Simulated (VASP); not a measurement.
# BP2 (P4/mmm) in VASP: further runs

The runs below take BP2 through single point, with PBE.

All numbers are computed with VASP 6.6.1; they aren't measurements. Logs are shortened: lines on timing, memory, paths and dates and some standing lists are left out, and cuts for length are marked.

### 1 The cell of the first run

The structure is tetragonal, space group P4/mmm (No. 123). Conventional cell: a = 3.445 Å, b = 3.445 Å, c = 3.032 Å, α = 90.00°, β = 90.00°, γ = 90.00°. B (site symmetry 4/mmm) has 8 P at 2.29 Å within 3.0 Å. Within 3.0 Å of P (site symmetry mmm) lie 4 B at 2.29 Å and 4 P at 2.44 Å.

### 2 Single point, PBE

Input file INCAR:

```
SYSTEM = BP2
  ALGO = Normal
  EDIFF = 1E-6
  ENCUT = 500
  GGA = PE
  GGA_COMPAT = .False.
  ISIF = 2
  ISMEAR = 0
  LASPH = .True.
  LCHARG = .True.
  LELF = .True.
  LREAL = .False.
  LVHAR = .True.
  LWAVE = .False.
  NBANDS = 14
  NELM = 120
  PREC = Accurate
  SIGMA = 0.2
```

Input file KPOINTS:

```
k-points
0
Gamma
  5 5 5
  0 0 0
```

Input file POSCAR:

```
BP2
1.0
    3.4447035208      0.0000000000      0.0000000000
    0.0000000000      3.4447035208      0.0000000000
    0.0000000000      0.0000000000      3.0318548786
B P
1 2
Direct
    0.0000000000      0.0000000000      0.0000000000
    0.5000000000      0.0000000000      0.5000000000
    0.0000000000      0.5000000000      0.5000000000
```

Potentials or basis: VASP PAW PBE potentials, release 64 (B, P).

Launch:

```console
cat potpaw_PBE.64/B/POTCAR potpaw_PBE.64/P/POTCAR > POTCAR
mpirun -np 1 vasp_std > vasp.out
```

OUTCAR:

```text
SYSTEM = BP2
   EDIFF = 1E-6
   ENCUT = 500
   GGA = PE
   ISIF = 2
   ISMEAR = 0
   LASPH = .True.
   LREAL = .False.
   NELM = 120
   PREC = Accurate

 ion  position               nearest neighbor table
   1  0.000  0.000  0.000-   2 2.29   3 2.29   2 2.29   3 2.29   3 2.29   3 2.29   2 2.29   2 2.29

   2  0.500  0.000  0.500-   1 2.29   1 2.29   1 2.29   1 2.29   3 2.44   3 2.44   3 2.44   3 2.44

   3  0.000  0.500  0.500-   1 2.29   1 2.29   1 2.29   1 2.29   2 2.44   2 2.44   2 2.44   2 2.44

  LATTYP: Found a simple tetragonal cell.
 ALAT       =     3.4447035208
 C/A-ratio  =     0.8801497314

  Lattice vectors:

 A1 = (   3.4447035208,   0.0000000000,   0.0000000000)
 A2 = (   0.0000000000,   3.4447035208,   0.0000000000)
 A3 = (   0.0000000000,   0.0000000000,   3.0318548786)

Analysis of symmetry for initial positions (statically):
=====================================================================
 Subroutine PRICEL returns:
 Original cell was already a primitive cell.

 Routine SETGRP: Setting up the symmetry group for a
 simple tetragonal supercell.

 Subroutine GETGRP returns: Found 16 space group operations
 (whereof 16 operations were pure point group operations)
 out of a pool of 16 trial point group operations.

The static configuration has the point symmetry D_4h.

Analysis of symmetry for dynamics (positions and initial velocities):
=====================================================================
 Subroutine PRICEL returns:
 Original cell was already a primitive cell.

 Routine SETGRP: Setting up the symmetry group for a
 simple tetragonal supercell.

 Subroutine GETGRP returns: Found 16 space group operations
 (whereof 16 operations were pure point group operations)
 out of a pool of 16 trial point group operations.

The dynamic configuration has the point symmetry D_4h.

 Subroutine INISYM returns: Found 16 space group operations
 (whereof 16 operations are pure point group operations),
 and found     1 'primitive' translations

----------------------------------------------------------------------------------------

                                     Primitive cell

  volume of cell :      35.9759

  direct lattice vectors                    reciprocal lattice vectors
     3.444703521  0.000000000  0.000000000     0.290300745  0.000000000  0.000000000
     0.000000000  3.444703521  0.000000000     0.000000000  0.290300745  0.000000000
     0.000000000  0.000000000  3.031854879     0.000000000  0.000000000  0.329831090

  length of vectors
     3.444703521  3.444703521  3.031854879     0.290300745  0.290300745  0.329831090

  position of ions in fractional coordinates (direct lattice)
     0.000000000  0.000000000  0.000000000
     0.500000000  0.000000000  0.500000000
     0.000000000  0.500000000  0.500000000

  ion indices of the primitive-cell ions
   primitive index   ion index
                 1           1
                 2           2
                 3           3

----------------------------------------------------------------------------------------

 KPOINTS: k-points

Automatic generation of k-mesh.
 Grid dimensions read from file:
 generate k-points for:    5    5    5

 Generating k-lattice:

  Cartesian coordinates                     Fractional coordinates (reciprocal lattice)
     0.058060149  0.000000000  0.000000000     0.200000000  0.000000000  0.000000000
     0.000000000  0.058060149  0.000000000     0.000000000  0.200000000  0.000000000
     0.000000000  0.000000000  0.065966218     0.000000000  0.000000000  0.200000000

  Length of vectors
     0.058060149  0.058060149  0.065966218

  Shift w.r.t. Gamma in fractional coordinates (k-lattice)
     0.000000000  0.000000000  0.000000000

 Subroutine IBZKPT returns following result:
 ===========================================

 Found     18 irreducible k-points:

 Following reciprocal coordinates:
            Coordinates               Weight
  0.000000  0.000000  0.000000      1.000000
  0.200000  0.000000  0.000000      4.000000
  0.400000  0.000000  0.000000      4.000000
  0.200000  0.200000  0.000000      4.000000
  0.400000  0.200000  0.000000      8.000000
  0.400000  0.400000  0.000000      4.000000
[... 10 lines left out ...]
  0.400000  0.200000  0.400000     16.000000
  0.400000  0.400000  0.400000      8.000000
   k-points           NKPTS =     18   k-points in BZ     NKDIM =     18   number of bands    NBANDS=     14
   number of dos      NEDOS =    301   number of ions     NIONS =      3
   total plane-waves  NPLWV =  18816
   dimension x,y,z NGX =    28 NGY =   28 NGZ =   24
   dimension x,y,z NGXF=    56 NGYF=   56 NGZF=   48
   ions per type =               1   2
   NGX,Y,Z   is equivalent  to a cutoff of  13.51, 13.51, 13.16 a.u.
   NGXF,Y,Z  is equivalent  to a cutoff of  27.03, 27.03, 26.32 a.u.
 SYSTEM =  BP2
   PREC   = accura    normal or accurate (medium, high low for compatibility)
   ISTART =      0    job   : 0-new  1-cont  2-samecut
   ICHARG =      2    charge: 1-file 2-atom 10-const
   ISPIN  =      1    spin polarized calculation?
   LNONCOLLINEAR =      F non collinear calculations
   LSORBIT =      F    spin-orbit coupling
   LASPH  =      T    aspherical Exc in radial PAW
   ENCUT  =  500.0 eV  36.75 Ry    6.06 a.u.   6.28  6.28  5.53*2*pi/ulx,y,z
   NELM   =    120;   NELMIN=  2; NELMDL= -5     # of ELM steps
   EDIFF  = 0.1E-05   stopping-criterion for ELM
   LREAL  =      F    real-space projection
   EDIFFG = 0.1E-04   stopping-criterion for IOM
   NSW    =      0    number of steps for IOM
   IBRION =     -1    ionic relax: 0-MD 1-quasi-New 2-CG
   NFREE  =      0    steps in history (QN), initial steepest desc. (CG)
   ISIF   =      2    stress and relaxation
   ISYM   =      2    0-nonsym 1-usesym 2-fastsym
   POTIM  = 0.5000    time-step for ionic-motion
   TEBEG  =    0.0;   TEEND  =   0.0 temperature during run
   PSTRESS=    0.0 pullay stress
   NELECT =      13.0000    total number of electrons
   NUPDOWN=      -1.0000    fix difference up-down
   EMIN   =  10.00;   EMAX   =-10.00  energy-range for DOS
   EFERMI =   0.00;   METHOD = LEGACY
   ISMEAR =     0;   SIGMA  =   0.20  broadening in eV -4-tet -1-fermi 0-gaus
   EFERMI_NEDOS =   21; number of points for ismear=-14 and -15
   IALGO  =     38    algorithm
   IMIX   =      4    mixing-type and parameters
     AMIX     =   0.40;   BMIX     =  1.00
     AMIX_MAG =   1.60;   BMIX_MAG =  1.00
  volume/ion in A,a.u.               =      11.99        80.93
  Fermi-wavevector in a.u.,A,eV,Ry     =   1.166054  2.203522 18.499589  1.359681
  Thomas-Fermi vector in A             =   2.302572
   LORBIT       =      0    0 simple, 1 ext, 2 COOP (PROOUT), +10 PAW based schemes
   GGA     = PE    functional components
   LHFCALC =     F    Hartree Fock is set to
   AEXX    =    0.0000 exact exchange contribution
   IVDW    =     0    specifies the selected vdW correction
   LEPSILON=     F    determine dielectric tensor
   LRPA    =     F    only Hartree local field effects (RPA)
 non-spin polarized calculation
 Gauss-broadening in eV      SIGMA  =   0.20
  energy-cutoff  :      500.00
  volume of cell :       35.98
 maximum number of plane-waves:       926
 NGX is ok and might be reduce to    28
   NGX = 13   NGY = 13   NGZ = 11

 number of electron      13.0000001 magnetization

 Free energy of the ion-electron system (eV)
  ---------------------------------------------------
  ext. energy  EPLUGINS =         0.00000000
  ---------------------------------------------------
  free energy    TOTEN  =       -14.85996183 eV

  energy without entropy =      -14.83689333  energy(sigma->0) =      -14.84842758

 E-fermi :   9.3804     XC(G=0): -11.4473

 val. band max:        9.2541031568   @ k =   0.0000   0.0000   0.4000
 cond. band min:       9.4353767488   @ k =   0.2000   0.2000   0.0000
 fundamental gap:      0.1812735920
 Fermi energy:         9.3803929100

 k-point     1 :       0.0000    0.0000    0.0000
  band No.  band energies     occupation
      1      -7.5681      2.00000
      2       3.0808      2.00000
      3       3.0808      2.00000
      4       3.1277      2.00000
      5       5.7874      2.00000
      6       6.9289      2.00000
      7      11.2991      0.00000
      8      12.9230      0.00000
      9      12.9230      0.00000
     10      14.2350      0.00000
     11      16.0335      0.00000
     12      17.4338      0.00000
     13      18.0925      0.00000
     14      18.0925      0.00000

 k-point     2 :       0.2000    0.0000    0.0000
  band No.  band energies     occupation
      1      -7.1182      2.00000
      2      -0.3224      2.00000
      3       3.4753      2.00000
      4       5.2774      2.00000
      5       6.1675      2.00000
      6       8.8149      1.99994
      7      10.5235      0.00000
      8      11.4105      0.00000
      9      12.3354      0.00000
     10      12.8851      0.00000
     11      16.4713      0.00000
     12      16.5076      0.00000
     13      16.9837      0.00000
     14      19.9962      0.00000

 k-point     3 :       0.4000    0.0000    0.0000
  band No.  band energies     occupation
      1      -5.8336      2.00000
      2      -3.2755      2.00000
      3       4.4774      2.00000
      4       6.5855      2.00000
      5       7.1073      2.00000
      6       7.9155      2.00000
      7       9.1716      1.86024
      8      10.6402      0.00000
      9      11.2889      0.00000
     10      14.0489      0.00000
     11      16.2366      0.00000
     12      16.4999      0.00000
     13      17.3680      0.00000
     14      21.1434      0.00000
[... 222 lines left out ...]
 k-point    17 :       0.4000    0.2000    0.4000
  band No.  band energies     occupation
      1      -3.6713      2.00000
      2      -1.1443      2.00000
      3       1.1337      2.00000
      4       3.3186      2.00000
      5       3.7237      2.00000
      6       6.1971      2.00000
      7       7.5844      2.00000
      8      12.0283      0.00000
      9      13.8423      0.00000
     10      14.5128      0.00000
     11      15.5317      0.00000
     12      16.6373      0.00000
     13      18.7335      0.00000
     14      22.0567      0.00000

 k-point    18 :       0.4000    0.4000    0.4000
  band No.  band energies     occupation
      1      -2.3582      2.00000
      2      -0.5244      2.00000
      3       0.6976      2.00000
      4       2.2677      2.00000
      5       3.4846      2.00000
      6       3.9894      2.00000
      7       5.1382      2.00000
      8      11.5394      0.00000
      9      16.2196      0.00000
     10      17.6788      0.00000
     11      17.7827      0.00000
     12      18.6575      0.00000
     13      19.1239      0.00000
     14      22.7048      0.00000

------------------------ aborting loop because EDIFF is reached ----------------------------------------

  FORCE on cell =-STRESS in cart. coord.  units (eV):
  Direction    XX          YY          ZZ          XY          YZ          ZX
  --------------------------------------------------------------------------------------
  -------------------------------------------------------------------------------------
  Total       -0.0398878     -0.0398878     -0.0780044      0.0000000      0.0000000      0.0000000
  in kB       -1.7763913     -1.7763913     -3.4739040      0.0000000      0.0000000      0.0000000
  external PRESSURE =      -2.3422289 kB  Pullay stress =       0.0000000 kB

 VOLUME and BASIS-vectors are now :
 -----------------------------------------------------------------------------
  energy-cutoff  :      500.00
  volume of cell :       35.98
      direct lattice vectors                 reciprocal lattice vectors
     3.444703521  0.000000000  0.000000000     0.290300745  0.000000000  0.000000000
     0.000000000  3.444703521  0.000000000     0.000000000  0.290300745  0.000000000
     0.000000000  0.000000000  3.031854879     0.000000000  0.000000000  0.329831090

 POSITION                                       TOTAL-FORCE (eV/Angst)
 -----------------------------------------------------------------------------------
      0.00000      0.00000      0.00000         0.000000      0.000000      0.000000
      1.72235      0.00000      1.51593         0.000000      0.000000      0.000000
      0.00000      1.72235      1.51593         0.000000      0.000000      0.000000
 -----------------------------------------------------------------------------------
    total drift:                               -0.000000     -0.000000      0.000000

  FREE ENERGIE OF THE ION-ELECTRON SYSTEM (eV)
  ---------------------------------------------------
  free  energy   TOTEN  =       -14.8599618293 eV

  energy  without entropy=      -14.8368933294  energy(sigma->0) =      -14.84842758
```

Run time: 14 s. Hardware: 1 thread of Intel Xeon 8259CL, shared host; peak memory 0.14 GiB.

What came out:

* Free energy: -14.8600 eV
* Pressure: -0.2 GPa

Levels at points of the mesh, in eV from the Fermi level:
```csv
k point,band 2,band 3,band 4,band 5,band 6,band 7,band 8,band 9,band 10,band 11
"(0.00, 0.00, 0.00)",-6.30,-6.30,-6.25,-3.59,-2.45,1.92,3.54,3.54,4.85,6.65
```

Caveat: the k points lie up to 0.41 Å⁻¹ apart.

(Continued in part 2 of 2.)
